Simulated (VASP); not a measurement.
# Si16N (a cell with a defect) in VASP: a series of runs

The runs below take Si16N (a cell with a defect) through single point, with PBE.

Program: VASP 6.6.1. These are calculated values, not measurements. Logs are shortened: lines on timing, memory, paths and dates and some standing lists are left out, and cuts for length are marked.

### Step 1. The cell of the first run

The cell holds a defect, 17 atoms: a = 7.679 Å, b = 7.679 Å, c = 7.679 Å, α = 60.00°, β = 60.00°, γ = 60.00°.

### Step 2. Single point, PBE, collinear spin, zero start

Input file INCAR:

```
SYSTEM = Si16N
ALGO = Normal
EDIFF = 1E-7
ENCUT = 520
GGA = PE
ISIF = 2
ISMEAR = -1
ISPIN = 2
LASPH = .True.
LCHARG = .False.
LORBIT = 11
LREAL = Auto
LWAVE = .False.
MAGMOM = 0 0 0 0 0 0 0 0 0 0 0 0 0 0 0 0 0
NBANDS = 52
NELM = 150
PREC = Accurate
SIGMA = 0.05
```

Input file KPOINTS:

```
k-points
0
Gamma
  2 2 2
  0 0 0
```

Input file POSCAR:

```
Si16N
1.0
    0.0000000000      5.4300000000      5.4300000000
    5.4300000000      0.0000000000      5.4300000000
    5.4300000000      5.4300000000      0.0000000000
Si N
16 1
Direct
    0.0333885820     -0.0418047882      0.0016206262
    0.1088950276      0.1402394107      0.1130386740
    0.0289502762     -0.0280478821      0.4983241252
    0.1036832413      0.1119152855      0.6359852670
   -0.0079742173      0.4956537753     -0.0150828729
    0.1491528545      0.5920257827      0.1254696133
   -0.0244659300      0.4778913444      0.5086648250
    0.1027624309      0.6047145488      0.6279005525
    0.4568876611      0.1187845304     -0.0274953959
    0.6564364641      0.1214456722      0.1043186004
    0.4935451197     -0.0005801105      0.4700092081
    0.6632412523      0.0719889503      0.6227992634
    0.5040699816      0.5189502762     -0.0206445672
    0.6310957643      0.6287569061      0.1046869245
    0.4681399632      0.5056537753      0.4934254144
    0.5957274401      0.6291712707      0.6080294659
    0.6058103131      0.8862707182      0.8975966851
```

Potentials or basis: VASP PAW PBE potentials, release 64 (Si, N).

Run with:

```console
cat potpaw_PBE.64/Si/POTCAR potpaw_PBE.64/N/POTCAR > POTCAR
mpirun -np 1 vasp_std > vasp.out
```

OUTCAR:

```text
SYSTEM = Si16N
   EDIFF = 1E-7
   ENCUT = 520
   GGA = PE
   ISIF = 2
   ISMEAR = -1
   ISPIN = 2
   LASPH = .True.
   LORBIT = 11
   LREAL = Auto
   NELM = 150
   PREC = Accurate

 ion  position               nearest neighbor table
   1  0.033  0.958  0.002-   6 2.30   4 2.32   2 2.35  10 2.38
   2  0.109  0.140  0.113-   5 2.23   9 2.28   1 2.35   3 2.44
   3  0.029  0.972  0.498-   4 2.23  12 2.30   8 2.33   2 2.44
   4  0.104  0.112  0.636-   3 2.23   7 2.30   1 2.32  11 2.46
   5  0.992  0.496  0.985-   2 2.23   8 2.24  14 2.27   6 2.48
   6  0.149  0.592  0.125-  13 2.25   1 2.30   7 2.42   5 2.48
   7  0.976  0.478  0.509-   4 2.30   8 2.34  16 2.39   6 2.42
   8  0.103  0.605  0.628-   5 2.24  15 2.30   3 2.33   7 2.34
   9  0.457  0.119  0.973-  17 1.78  10 2.23   2 2.28  12 2.45  14 3.08
  10  0.656  0.121  0.104-   9 2.23  11 2.31   1 2.38  13 2.50
  11  0.494  0.999  0.470-  10 2.31  16 2.33   4 2.46  12 2.51
  12  0.663  0.072  0.623-  17 1.84   3 2.30   9 2.45  11 2.51  15 2.74
  13  0.504  0.519  0.979-   6 2.25  14 2.27  16 2.35  10 2.50
  14  0.631  0.629  0.105-  17 1.80   5 2.27  13 2.27  15 2.45   9 3.08
  15  0.468  0.506  0.493-  16 2.29   8 2.30  14 2.45  12 2.74
  16  0.596  0.629  0.608-  15 2.29  11 2.33  13 2.35   7 2.39
  17  0.606  0.886  0.898-   9 1.78  14 1.80  12 1.84

  LATTYP: Found a face centered cubic cell.
 ALAT       =    10.8600000000

  Lattice vectors:

 A1 = (   0.0000000000,   5.4300000000,   5.4300000000)
 A2 = (   5.4300000000,   0.0000000000,   5.4300000000)
 A3 = (   5.4300000000,   5.4300000000,   0.0000000000)

Analysis of symmetry for initial positions (statically):
=====================================================================
 Subroutine PRICEL returns:
 Original cell was already a primitive cell.

 Routine SETGRP: Setting up the symmetry group for a
 face centered cubic supercell.

 Subroutine GETGRP returns: Found  1 space group operations
 (whereof  1 operations were pure point group operations)
 out of a pool of 48 trial point group operations.

The static configuration has the point symmetry C_1 .

Analysis of symmetry for dynamics (positions and initial velocities):
=====================================================================
 Subroutine PRICEL returns:
 Original cell was already a primitive cell.

 Routine SETGRP: Setting up the symmetry group for a
 face centered cubic supercell.

 Subroutine GETGRP returns: Found  1 space group operations
 (whereof  1 operations were pure point group operations)
 out of a pool of 48 trial point group operations.

The dynamic configuration has the point symmetry C_1 .

Analysis of structural, dynamic, and magnetic symmetry:
=====================================================================
 Subroutine PRICEL returns:
 Original cell was already a primitive cell.

 Routine SETGRP: Setting up the symmetry group for a
 face centered cubic supercell.

 Subroutine GETGRP returns: Found  1 space group operations
 (whereof  1 operations were pure point group operations)
 out of a pool of 48 trial point group operations.

The overall configuration has the point symmetry C_1 .

 Subroutine INISYM returns: Found  1 space group operations
 (whereof  1 operations are pure point group operations),
 and found     1 'primitive' translations

----------------------------------------------------------------------------------------

                                     Primitive cell

  volume of cell :     320.2060

  direct lattice vectors                    reciprocal lattice vectors
     0.000000000  5.430000000  5.430000000    -0.092081031  0.092081031  0.092081031
     5.430000000  0.000000000  5.430000000     0.092081031 -0.092081031  0.092081031
     5.430000000  5.430000000  0.000000000     0.092081031  0.092081031 -0.092081031

  length of vectors
     7.679179644  7.679179644  7.679179644     0.159489025  0.159489025  0.159489025

  position of ions in fractional coordinates (direct lattice)
     0.033388582  0.958195212  0.001620626
     0.108895028  0.140239411  0.113038674
     0.028950276  0.971952118  0.498324125
     0.103683241  0.111915285  0.635985267
     0.992025783  0.495653775  0.984917127
     0.149152855  0.592025783  0.125469613
[... 9 lines left out ...]
     0.595727440  0.629171271  0.608029466
[... 64 lines left out ...]
   NGX,Y,Z   is equivalent  to a cutoff of  12.99, 12.99, 12.99 a.u.
   NGXF,Y,Z  is equivalent  to a cutoff of  25.98, 25.98, 25.98 a.u.
 SYSTEM =  Si16N
   PREC   = accura    normal or accurate (medium, high low for compatibility)
   ISTART =      0    job   : 0-new  1-cont  2-samecut
   ICHARG =      2    charge: 1-file 2-atom 10-const
   ISPIN  =      2    spin polarized calculation?
   LNONCOLLINEAR =      F non collinear calculations
   LSORBIT =      F    spin-orbit coupling
   LASPH  =      T    aspherical Exc in radial PAW
   ENCUT  =  520.0 eV  38.22 Ry    6.18 a.u.  14.28 14.28 14.28*2*pi/ulx,y,z
   NELM   =    150;   NELMIN=  2; NELMDL= -5     # of ELM steps
   EDIFF  = 0.1E-06   stopping-criterion for ELM
   LREAL  =      T    real-space projection
   EDIFFG = 0.1E-05   stopping-criterion for IOM
   NSW    =      0    number of steps for IOM
   IBRION =     -1    ionic relax: 0-MD 1-quasi-New 2-CG
   NFREE  =      0    steps in history (QN), initial steepest desc. (CG)
   ISIF   =      2    stress and relaxation
   ISYM   =      2    0-nonsym 1-usesym 2-fastsym
   POTIM  = 0.5000    time-step for ionic-motion
   TEBEG  =    0.0;   TEEND  =   0.0 temperature during run
   PSTRESS=    0.0 pullay stress
   NELECT =      69.0000    total number of electrons
   NUPDOWN=      -1.0000    fix difference up-down
   EMIN   =  10.00;   EMAX   =-10.00  energy-range for DOS
   EFERMI =   0.00;   METHOD = LEGACY
   ISMEAR =    -1;   SIGMA  =   0.05  broadening in eV -4-tet -1-fermi 0-gaus
   EFERMI_NEDOS =   21; number of points for ismear=-14 and -15
   IALGO  =     38    algorithm
   IMIX   =      4    mixing-type and parameters
     AMIX     =   0.40;   BMIX     =  1.00
     AMIX_MAG =   1.60;   BMIX_MAG =  1.00
  volume/ion in A,a.u.               =      18.84       127.11
  Fermi-wavevector in a.u.,A,eV,Ry     =   0.981480  1.854728 13.106528  0.963303
  Thomas-Fermi vector in A             =   2.112490
   LORBIT       =     11    0 simple, 1 ext, 2 COOP (PROOUT), +10 PAW based schemes
   GGA     = PE    functional components
   LHFCALC =     F    Hartree Fock is set to
   AEXX    =    0.0000 exact exchange contribution
   IVDW    =     0    specifies the selected vdW correction
   LEPSILON=     F    determine dielectric tensor
   LRPA    =     F    only Hartree local field effects (RPA)
 spin polarized calculation
  energy-cutoff  :      520.00
  volume of cell :      320.21
 maximum number of plane-waves:      8646
 NGX is ok and might be reduce to    60
   NGX = 29   NGY = 29   NGZ = 29

 number of electron      69.0000000 magnetization      -0.0000030

 number of electron      69.0000000 magnetization       0.0000017

 Free energy of the ion-electron system (eV)
  ---------------------------------------------------
  ext. energy  EPLUGINS =         0.00000000
  ---------------------------------------------------
  free energy    TOTEN  =       -91.01558627 eV

  energy without entropy =      -90.98693160  energy(sigma->0) =      -91.00125894

 E-fermi :   6.2768     XC(G=0):  -9.5595

 val. band max:        6.2079817830   @ k =   0.0000   0.0000   0.0000
 cond. band min:       6.3084732028   @ k =   0.5000   0.5000   0.5000
 fundamental gap:      0.1004914198
 Fermi energy:         6.2767924874

 spin component 1

 k-point     1 :       0.0000    0.0000    0.0000
  band No.  band energies     occupation
      1     -10.1032      1.00000
      2      -5.7722      1.00000
      3      -4.1595      1.00000
      4      -3.8667      1.00000
      5      -3.7225      1.00000
      6      -3.1952      1.00000
[... 381 lines left out ...]
     45       9.8831      0.00000
     46       9.9938      0.00000
 Fermi energy:         6.2767924874

 spin component 2

 k-point     1 :       0.0000    0.0000    0.0000
  band No.  band energies     occupation
      1     -10.1032      1.00000
      2      -5.7722      1.00000
      3      -4.1595      1.00000
      4      -3.8667      1.00000
      5      -3.7225      1.00000
      6      -3.1952      1.00000
[... 381 lines left out ...]
     45       9.8831      0.00000
     46       9.9938      0.00000
 [bands above 46 left out]

------------------------ aborting loop because EDIFF is reached ----------------------------------------

  FORCE on cell =-STRESS in cart. coord.  units (eV):
  Direction    XX          YY          ZZ          XY          YZ          ZX
  --------------------------------------------------------------------------------------
  -------------------------------------------------------------------------------------
  Total       12.5844907      6.5120281      5.9629476     -1.1695256      3.5755433      1.1516117
  in kB       62.9675423     32.5834721     29.8361025     -5.8518184     17.8905272      5.7621844
  external PRESSURE =      41.7957056 kB  Pullay stress =       0.0000000 kB

 VOLUME and BASIS-vectors are now :
 -----------------------------------------------------------------------------
  energy-cutoff  :      520.00
  volume of cell :      320.21
      direct lattice vectors                 reciprocal lattice vectors
     0.000000000  5.430000000  5.430000000    -0.092081031  0.092081031  0.092081031
     5.430000000  0.000000000  5.430000000     0.092081031 -0.092081031  0.092081031
     5.430000000  5.430000000  0.000000000     0.092081031  0.092081031 -0.092081031

 POSITION                                       TOTAL-FORCE (eV/Angst)
 -----------------------------------------------------------------------------------
      5.21180      0.19010      5.38430         0.717129     -0.691887      0.046012
      1.37530      1.20510      1.35280        -0.024998      1.190909     -1.310078
      7.98360      2.86310      5.43490        -1.019463     -1.501501     -0.100899
      4.06110      4.01640      1.17070        -0.398394      1.315717      1.245799
      8.03950     10.73480      8.07810         1.320302      1.118578      0.518444
      3.89600      1.49120      4.02460         0.293525     -0.730672     -1.659993
[... 9 lines left out ...]
      6.71800      6.53640      6.65120         0.088135      0.568104      0.356806
      9.68640      8.16350      8.10200         0.649976     -0.406774      0.398295
 -----------------------------------------------------------------------------------
    total drift:                                0.000065     -0.000820     -0.001373

  FREE ENERGIE OF THE ION-ELECTRON SYSTEM (eV)
  ---------------------------------------------------
  free  energy   TOTEN  =       -91.0155862701 eV

  energy  without entropy=      -90.9869316027  energy(sigma->0) =      -91.00125894

 total charge

# of ion       s       p       d       tot
------------------------------------------
    1        0.745   0.952   0.000   1.698
    2        0.756   0.966   0.000   1.723
    3        0.749   0.970   0.000   1.719
    4        0.745   0.975   0.000   1.719
    5        0.754   0.986   0.000   1.740
    6        0.746   0.947   0.000   1.693
[... 9 lines left out ...]
   16        0.743   0.957   0.000   1.700
   17        1.256   2.540   0.000   3.796
--------------------------------------------------
tot         13.289  17.605   0.000  30.893

 magnetization (x)

# of ion       s       p       d       tot
------------------------------------------
    1       -0.000   0.000   0.000   0.000
    2        0.000   0.000   0.000   0.000
    3       -0.000  -0.000   0.000  -0.000
    4       -0.000  -0.000   0.000  -0.000
    5        0.000   0.000   0.000   0.000
    6       -0.000  -0.000   0.000  -0.000
[... 9 lines left out ...]
   16       -0.000  -0.000   0.000  -0.000
   17        0.000   0.000   0.000   0.000
--------------------------------------------------
tot          0.000   0.000   0.000   0.000
```

Run time: 9.2 min. Hardware: 1 thread of Intel Xeon 6975P-C, shared host; peak memory 0.72 GiB.

What came out:

```yaml
Free_energy: -91.0156 eV
Pressure: 4.2 GPa
Largest_force: 1.981 eV/Å
Net_moment: 0.00 μB per cell
Valence_electrons_inside_the_program's_atomic_spheres: Si 1.70, 1.72, 1.74, 1.69, 1.68, 1.73, 1.66, 1.60, 1.71, 1.67, 1.65; N 3.80
```

Forces in eV/Å, atoms in the order of the input:
```
Si   0.717 -0.692  0.046
Si  -0.025  1.191 -1.310
Si  -1.019 -1.502 -0.101
Si  -0.398  1.316  1.246
Si   1.320  1.119  0.518
Si   0.294 -0.731 -1.660
Si   0.084 -0.893  0.558
Si  -0.493 -0.447  0.461
Si  -1.093 -0.297 -0.094
Si   1.190  0.212  0.742
Si   0.958  0.565  0.334
Si   0.133 -1.146 -1.180
Si  -1.618  1.034 -0.488
Si   0.419 -0.670  0.233
Si  -1.207  0.779 -0.062
Si   0.088  0.568  0.357
N    0.650 -0.407  0.398
```

Stress tensor (GPa, compression positive):
```
 6.30 -0.59  0.58
-0.59  3.26  1.79
 0.58  1.79  2.98
```

Caveat: the k points lie up to 0.50 Å⁻¹ apart.

### Step 3. Single point, PBE, collinear spin, zero start

Input file INCAR:

```
SYSTEM = Si16N
  ALGO = Normal
  EDIFF = 1E-6
  ENCUT = 520
  GGA = PE
  ISIF = 2
  ISMEAR = -1
  ISPIN = 2
  LASPH = .TRUE.
  LCHARG = .FALSE.
  LORBIT = 11
  LREAL = Auto
  LWAVE = .FALSE.
  MAGMOM = 0 0 0 0 0 0 0 0 0 0 0 0 0 0 0 0 0
  NBANDS = 52
  NELM = 150
  PREC = Accurate
  SIGMA = 0.05
```

Input file KPOINTS:

```
k-points
0
G
  2 2 2
  0 0 0
```

Input file POSCAR:

```
Si16N
1.0
    0.0000000000      5.4300000000      5.4300000000
    5.4300000000      0.0000000000      5.4300000000
    5.4300000000      5.4300000000      0.0000000000
Si N
16 1
Direct
   -0.0104419890     -0.0135911602     -0.0245856354
    0.1150184162      0.1040239411      0.1002486188
    0.0009023941     -0.0344383057      0.4667955801
    0.1110313076      0.1208471455      0.5993738490
   -0.0205156538      0.4796316759     -0.0221915285
    0.1104696133      0.6060128913      0.1051104972
   -0.0226979742      0.4912799263      0.4731952118
    0.1282044199      0.5876519337      0.5970810313
    0.4523941068      0.1283977901     -0.0504419890
    0.6258747698      0.1590239411      0.1141252302
    0.4772928177      0.0290607735      0.4720810313
    0.6461602210      0.0876703499      0.5978545120
    0.5006169429      0.5085543278     -0.0184069982
    0.6199447514      0.6613259669      0.0743462247
    0.5024125230      0.4819705341      0.4821546961
    0.6059392265      0.6439318600      0.5974861878
    0.6767863720      0.8939502762      0.8712430939
```

Potentials or basis: VASP PAW PBE potentials, release 64 (Si, N).

Run with:

```console
cat potpaw_PBE.64/Si/POTCAR potpaw_PBE.64/N/POTCAR > POTCAR
mpirun -np 1 vasp_std > vasp.out
```

Run time: 9.5 min. Hardware: 1 thread of Intel Xeon 6975P-C, shared host; peak memory 0.71 GiB.

The run converged. Its results:

* Free energy: -91.3857 eV
* Pressure: 2.9 GPa
* Largest force: 2.316 eV/Å
* Net moment: 0.00 μB per cell
* Valence electrons inside the program's atomic spheres: Si 1.69, 1.73, 1.70, 1.68, 1.66, 1.71, 1.63, 1.75, 1.62, 1.67; N 3.74

Forces on the atoms (eV/Å):
```
Si  -0.662  0.089 -0.092
Si   0.259 -0.044  0.421
Si  -0.208  1.529  1.275
Si  -0.326 -0.724 -1.000
Si  -0.251  0.614  0.419
Si  -0.604 -0.246  0.581
Si   0.148  0.177  0.094
Si   0.525  0.137  0.047
Si  -0.814  0.939  0.101
Si  -1.050 -0.137 -0.624
Si  -0.565  0.496 -1.263
Si   1.235  0.513 -0.444
Si   1.092 -1.968  0.543
Si  -0.296  0.192 -0.189
Si   0.146  0.070  0.311
Si   0.015  0.004 -0.484
N    1.355 -1.640  0.304
```

Stress tensor (GPa, compression positive):
```
 4.24 -0.40 -0.26
-0.40  1.56  1.28
-0.26  1.28  2.88
```

Levels at points of the mesh, in eV from the Fermi level:
Spin up:
```tsv
k point	band 31	band 32	band 33	band 34	band 35	band 36	band 37	band 38
(0.00, 0.00, 0.00)	-1.05	-0.73	-0.35	-0.13	0.03	0.08	0.68	0.80
(0.50, 0.00, 0.00)	-1.11	-0.94	-0.79	-0.69	0.05	0.87	1.23	1.42
(0.00, 0.50, 0.00)	-1.27	-1.05	-0.81	-0.44	-0.09	0.80	1.24	1.43
(0.00, 0.00, 0.50)	-1.33	-1.14	-0.76	-0.65	0.29	0.99	1.16	1.32
(0.50, 0.50, 0.50)	-1.06	-1.00	-0.85	-0.79	-0.03	0.97	1.12	1.37
(0.50, 0.50, 0.00)	-1.60	-1.44	-1.37	-0.86	0.28	1.21	1.45	2.08
(0.00, 0.50, 0.50)	-1.45	-1.43	-1.27	-0.50	-0.35	1.06	1.30	1.78
(0.50, 0.00, 0.50)	-1.47	-1.29	-1.19	-1.07	-0.05	1.21	1.55	2.07
```
Spin down:
```tsv
k point	band 32	band 33	band 34	band 35	band 36	band 37
(0.00, 0.00, 0.00)	-0.73	-0.35	-0.13	0.03	0.08	0.68
(0.50, 0.00, 0.00)	-0.94	-0.79	-0.69	0.05	0.87	1.23
(0.00, 0.50, 0.00)	-1.05	-0.81	-0.44	-0.09	0.80	1.24
(0.00, 0.00, 0.50)	-1.14	-0.76	-0.65	0.29	0.99	1.16
(0.50, 0.50, 0.50)	-1.00	-0.85	-0.79	-0.03	0.97	1.12
(0.50, 0.50, 0.00)	-1.44	-1.37	-0.86	0.28	1.21	1.45
(0.00, 0.50, 0.50)	-1.43	-1.27	-0.50	-0.35	1.06	1.30
(0.50, 0.00, 0.50)	-1.29	-1.19	-1.07	-0.05	1.21	1.55
```

Caveat: the k points lie up to 0.50 Å⁻¹ apart.

(Part 1 of 2 ends here.)
